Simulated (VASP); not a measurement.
# ZnCu (P4/mmm) in VASP: single point with PBE

Aim: the single point of ZnCu with PBE.

Everything below comes from runs of VASP 6.6.1. Logs are shortened: lines on timing, memory, paths and dates and some standing lists are left out, and cuts for length are marked.

## 1. The cell of the first run

The typed cell holds 4 atoms: a = 4.190 Å, b = 4.190 Å, c = 4.190 Å, α = 90.19°, β = 119.89°, γ = 119.89°.

## 2. Single point, PBE

INCAR reads:

```
SYSTEM = ZnCu
PREC = Accurate
ENCUT = 520
EDIFF = 1E-6
ISMEAR = 0
SIGMA = 0.1
LREAL = .False.
LASPH = .True.
NELM = 60
ALGO = Fast
ISIF = 2
LWAVE = .False.
LCHARG = .False.
GGA = PE
NBANDS = 31
```

KPOINTS reads:

```
regular mesh
0
Gamma
  14 14 14
  0 0 0
```

POSCAR reads:

```
ZnCu
1.0
   -2.9675212323      0.0000000000      2.9578583245
    0.0000000000      2.9675212323     -2.9578583245
    0.0000000000     -2.9675212323     -2.9578583245
Zn Cu
2 2
Direct
    0.5000000000      0.2500000000      0.7500000000
    0.5000000000      0.7500000000      0.2500000000
    0.0000000000      0.5000000000      0.5000000000
    0.0000000000      0.0000000000      0.0000000000
```

Potentials or basis: VASP PAW PBE potentials, release 64 (Zn, Cu).

Launch:

```
cat potpaw_PBE.64/Zn/POTCAR potpaw_PBE.64/Cu/POTCAR > POTCAR
mpirun -np 1 vasp_std > vasp.out
```

OUTCAR:

```text
SYSTEM = ZnCu
   PREC = Accurate
   ENCUT = 520
   EDIFF = 1E-6
   ISMEAR = 0
   LREAL = .False.
   LASPH = .True.
   NELM = 60
   ISIF = 2
   GGA = PE

 ion  position               nearest neighbor table
   1  0.500  0.250  0.750-   4 2.57   3 2.57   3 2.57   4 2.57   3 2.57   4 2.57   4 2.57   3 2.57
                             2 2.96   2 2.96   2 2.97   2 2.97   2 2.97   2 2.97
   2  0.500  0.750  0.250-   3 2.57   4 2.57   3 2.57   4 2.57   3 2.57   4 2.57   3 2.57   4 2.57
                             1 2.96   1 2.96   1 2.97   1 2.97   1 2.97   1 2.97
   3  0.000  0.500  0.500-   1 2.57   2 2.57   1 2.57   2 2.57   1 2.57   2 2.57   1 2.57   2 2.57

   4  0.000  0.000  0.000-   2 2.57   1 2.57   1 2.57   2 2.57   1 2.57   2 2.57   2 2.57   1 2.57

  LATTYP: Found a body centered tetragonal cell.
 ALAT       =     4.1967087733
 C/A-ratio  =     1.4096085691

  Lattice vectors:

 A1 = (   0.0000000000,  -2.9675212323,   2.9578583245)
 A2 = (   0.0000000000,   2.9675212323,   2.9578583245)
 A3 = (  -2.9675212323,   0.0000000000,  -2.9578583245)

Analysis of symmetry for initial positions (statically):
=====================================================================
 Subroutine PRICEL returns following result:

  LATTYP: Found a simple tetragonal cell.
 ALAT       =     2.9675212323
 C/A-ratio  =     0.9967437780

  Lattice vectors:

 A1 = (   2.9675212323,   0.0000000000,   0.0000000000)
 A2 = (   0.0000000000,  -2.9675212323,   0.0000000000)
 A3 = (   0.0000000000,   0.0000000000,  -2.9578583245)

   2 primitive cells build up your supercell.

 Routine SETGRP: Setting up the symmetry group for a
 body centered tetragonal supercell.

 Subroutine GETGRP returns: Found 16 space group operations
 (whereof 16 operations were pure point group operations)
 out of a pool of 16 trial point group operations.

The static configuration has the point symmetry D_4h.

Analysis of symmetry for dynamics (positions and initial velocities):
=====================================================================
 Subroutine PRICEL returns following result:

  LATTYP: Found a simple tetragonal cell.
 ALAT       =     2.9675212323
 C/A-ratio  =     0.9967437780

  Lattice vectors:

 A1 = (   2.9675212323,   0.0000000000,   0.0000000000)
 A2 = (   0.0000000000,  -2.9675212323,   0.0000000000)
 A3 = (   0.0000000000,   0.0000000000,  -2.9578583245)

   2 primitive cells build up your supercell.

 Routine SETGRP: Setting up the symmetry group for a
 body centered tetragonal supercell.

 Subroutine GETGRP returns: Found 16 space group operations
 (whereof 16 operations were pure point group operations)
 out of a pool of 16 trial point group operations.

The dynamic configuration has the point symmetry D_4h.

 Subroutine INISYM returns: Found 16 space group operations
 (whereof 16 operations are pure point group operations),
 and found     2 'primitive' translations

----------------------------------------------------------------------------------------

                                     Primitive cell

  volume of cell :      26.0474

  direct lattice vectors                    reciprocal lattice vectors
     2.967521232  0.000000000  0.000000000     0.336981582  0.000000000  0.000000000
     0.000000000 -2.967521232  0.000000000     0.000000000 -0.336981582  0.000000000
     0.000000000  0.000000000 -2.957858325     0.000000000  0.000000000 -0.338082454

  length of vectors
     2.967521232  2.967521232  2.957858325     0.336981582  0.336981582  0.338082454

  position of ions in fractional coordinates (direct lattice)
     0.500000000  0.500000000  0.500000000
     0.000000000  0.000000000  0.000000000

  ion indices of the primitive-cell ions
   primitive index   ion index
                 1           1
                 2           3

----------------------------------------------------------------------------------------

 KPOINTS: regular mesh

Automatic generation of k-mesh.
 Grid dimensions read from file:
 generate k-points for:   14   14   14

 Generating k-lattice:

  Cartesian coordinates                     Fractional coordinates (reciprocal lattice)
    -0.024070113  0.000000000  0.000000000     0.071428571  0.000000000  0.000000000
    -0.012035057  0.012035057 -0.012074373    -0.000000000  0.071428571  0.000000000
    -0.012035057 -0.012035057 -0.012074373    -0.000000000  0.000000000  0.071428571

  Length of vectors
     0.024070113  0.020868054  0.020868054

  Shift w.r.t. Gamma in fractional coordinates (k-lattice)
     0.000000000  0.000000000  0.000000000

 Subroutine IBZKPT returns following result:
 ===========================================

 Found    244 irreducible k-points:

 Following reciprocal coordinates:
            Coordinates               Weight
  0.000000  0.000000  0.000000      1.000000
  0.071429  0.000000  0.000000      4.000000
  0.142857  0.000000  0.000000      4.000000
  0.214286  0.000000  0.000000      4.000000
  0.285714  0.000000  0.000000      4.000000
  0.357143  0.000000  0.000000      4.000000
[... 16 lines left out ...]
 -0.071429  0.142857 -0.000000      8.000000
  0.000000  0.214286  0.000000      8.000000
 [... further k-points ...]
   k-points           NKPTS =    244   k-points in BZ     NKDIM =    244   number of bands    NBANDS=     31
   number of dos      NEDOS =    301   number of ions     NIONS =      4
   total plane-waves  NPLWV =  32768
   dimension x,y,z NGX =    32 NGY =   32 NGZ =   32
   dimension x,y,z NGXF=    64 NGYF=   64 NGZF=   64
   ions per type =               2   2
   NGX,Y,Z   is equivalent  to a cutoff of  12.70, 12.70, 12.70 a.u.
   NGXF,Y,Z  is equivalent  to a cutoff of  25.39, 25.39, 25.39 a.u.
 SYSTEM =  ZnCu
   PREC   = accura    normal or accurate (medium, high low for compatibility)
   ISTART =      0    job   : 0-new  1-cont  2-samecut
   ICHARG =      2    charge: 1-file 2-atom 10-const
   ISPIN  =      1    spin polarized calculation?
   LNONCOLLINEAR =      F non collinear calculations
   LSORBIT =      F    spin-orbit coupling
   LASPH  =      T    aspherical Exc in radial PAW
   ENCUT  =  520.0 eV  38.22 Ry    6.18 a.u.   7.79  7.79  7.79*2*pi/ulx,y,z
   NELM   =     60;   NELMIN=  2; NELMDL= -5     # of ELM steps
   EDIFF  = 0.1E-05   stopping-criterion for ELM
   LREAL  =      F    real-space projection
[... 7 lines left out ...]
   TEBEG  =    0.0;   TEEND  =   0.0 temperature during run
   PSTRESS=    0.0 pullay stress
   NELECT =      46.0000    total number of electrons
   NUPDOWN=      -1.0000    fix difference up-down
   EMIN   =  10.00;   EMAX   =-10.00  energy-range for DOS
   EFERMI =   0.00;   METHOD = LEGACY
   ISMEAR =     0;   SIGMA  =   0.10  broadening in eV -4-tet -1-fermi 0-gaus
   EFERMI_NEDOS =   21; number of points for ismear=-14 and -15
   IALGO  =     68    algorithm
   IMIX   =      4    mixing-type and parameters
     AMIX     =   0.40;   BMIX     =  1.00
     AMIX_MAG =   1.60;   BMIX_MAG =  1.00
  volume/ion in A,a.u.               =      13.02        87.89
  Fermi-wavevector in a.u.,A,eV,Ry     =   1.570589  2.967982 33.562150  2.466748
  Thomas-Fermi vector in A             =   2.672299
   LORBIT       =      0    0 simple, 1 ext, 2 COOP (PROOUT), +10 PAW based schemes
   GGA     = PE    functional components
   LHFCALC =     F    Hartree Fock is set to
   AEXX    =    0.0000 exact exchange contribution
   IVDW    =     0    specifies the selected vdW correction
   LEPSILON=     F    determine dielectric tensor
   LRPA    =     F    only Hartree local field effects (RPA)
 non-spin polarized calculation
 RMM-DIIS sequential band-by-band and
 Gauss-broadening in eV      SIGMA  =   0.10
  energy-cutoff  :      520.00
  volume of cell :       52.09
 maximum number of plane-waves:      1419
   NGX = 15   NGY = 15   NGZ = 15

 number of electron      45.9999956 magnetization

 Free energy of the ion-electron system (eV)
  ---------------------------------------------------
  ext. energy  EPLUGINS =         0.00000000
  ---------------------------------------------------
  free energy    TOTEN  =       -10.02944657 eV

  energy without entropy =      -10.02502320  energy(sigma->0) =      -10.02723488

 E-fermi :   5.3836     XC(G=0): -12.2924

 val. band max:        5.3798737021   @ k =   0.1429   0.2143   0.0714
 cond. band min:       5.3945248571   @ k =   0.3571  -0.2143   0.0714
 fundamental gap:      0.0146511550
 Fermi energy:         5.3836295253

 k-point     1 :       0.0000    0.0000    0.0000
  band No.  band energies     occupation
      1      -4.8311      2.00000
      2      -2.4293      2.00000
      3      -2.4276      2.00000
      4      -2.3219      2.00000
      5      -2.3219      2.00000
      6      -2.3182      2.00000
[... 23 lines left out ...]
     30      11.4792      0.00000
     31      11.5760      0.00000

 k-point     2 :       0.0714    0.0000    0.0000
  band No.  band energies     occupation
      1      -4.7402      2.00000
      2      -2.4189      2.00000
      3      -2.4088      2.00000
      4      -2.3363      2.00000
      5      -2.3076      2.00000
      6      -2.3040      2.00000
[... 23 lines left out ...]
     30      11.6170      0.00000
     31      11.7296      0.00000

 k-point     3 :       0.1429    0.0000    0.0000
  band No.  band energies     occupation
      1      -4.4703      2.00000
      2      -2.3906      2.00000
      3      -2.3771      2.00000
      4      -2.3529      2.00000
      5      -2.2671      2.00000
      6      -2.2636      2.00000
[... 23 lines left out ...]
     30      12.6280      0.00000
     31      12.6349      0.00000

 k-point     4 :       0.2143    0.0000    0.0000
  band No.  band energies     occupation
      1      -4.0330      2.00000
      2      -2.4374      2.00000
      3      -2.3493      2.00000
      4      -2.2619      2.00000
      5      -2.2073      2.00000
      6      -2.2042      2.00000
[... 635 lines left out ...]
     30      16.3101      0.00000
     31      18.5064      0.00000

 k-point    23 :      -0.0714    0.1429   -0.0000
  band No.  band energies     occupation
      1      -4.6491      2.00000
      2      -2.4038      2.00000
      3      -2.3947      2.00000
      4      -2.3344      2.00000
      5      -2.3044      2.00000
      6      -2.2930      2.00000
[... 23 lines left out ...]
     30      11.7532      0.00000
     31      12.1393      0.00000

 k-point    24 :       0.0000    0.2143    0.0000
  band No.  band energies     occupation
      1      -4.2259      2.00000
      2      -2.3396      2.00000
      3      -2.3342      2.00000
      4      -2.3325      2.00000
      5      -2.2562      2.00000
      6      -2.2544      2.00000
[... 23 lines left out ...]
     30      12.2828      0.00000
     31      12.2940      0.00000

 [... further k-points ...]

------------------------ aborting loop because EDIFF is reached ----------------------------------------

  FORCE on cell =-STRESS in cart. coord.  units (eV):
  Direction    XX          YY          ZZ          XY          YZ          ZX
  --------------------------------------------------------------------------------------
  -------------------------------------------------------------------------------------
  Total        0.1300344      0.1300344      0.1633945      0.0000000      0.0000000      0.0000000
  in kB        3.9992057      3.9992057      5.0251942      0.0000000      0.0000000      0.0000000
  external PRESSURE =       4.3412019 kB  Pullay stress =       0.0000000 kB

 VOLUME and BASIS-vectors are now :
 -----------------------------------------------------------------------------
  energy-cutoff  :      520.00
  volume of cell :       52.09
      direct lattice vectors                 reciprocal lattice vectors
    -2.967521232  0.000000000  2.957858325    -0.336981582  0.000000000  0.000000000
     0.000000000  2.967521232 -2.957858325    -0.168490791  0.168490791 -0.169041227
     0.000000000 -2.967521232 -2.957858325    -0.168490791 -0.168490791 -0.169041227

 POSITION                                       TOTAL-FORCE (eV/Angst)
 -----------------------------------------------------------------------------------
     -1.48376     -1.48376     -1.47893        -0.000000      0.000000     -0.000000
     -1.48376      1.48376     -1.47893        -0.000000     -0.000000      0.000000
      0.00000      0.00000     -2.95786         0.000000      0.000000      0.000000
      0.00000      0.00000      0.00000         0.000000      0.000000      0.000000
 -----------------------------------------------------------------------------------
    total drift:                               -0.000000      0.000000     -0.000000

  FREE ENERGIE OF THE ION-ELECTRON SYSTEM (eV)
  ---------------------------------------------------
  free  energy   TOTEN  =       -10.0294465687 eV

  energy  without entropy=      -10.0250231994  energy(sigma->0) =      -10.02723488
```

Run time: 5.4 min. Hardware: 1 thread of Intel Xeon Platinum 8259CL at 2.50GHz (Skylake/Cascade Lake), shared host; peak memory 0.43 GiB.

Results:

```yaml
Free_energy: -10.0294 eV
Pressure: 0.4 GPa
Band_gap_on_the_k_mesh: zero (bands 23 and 24 overlap by 6.21 eV)
```
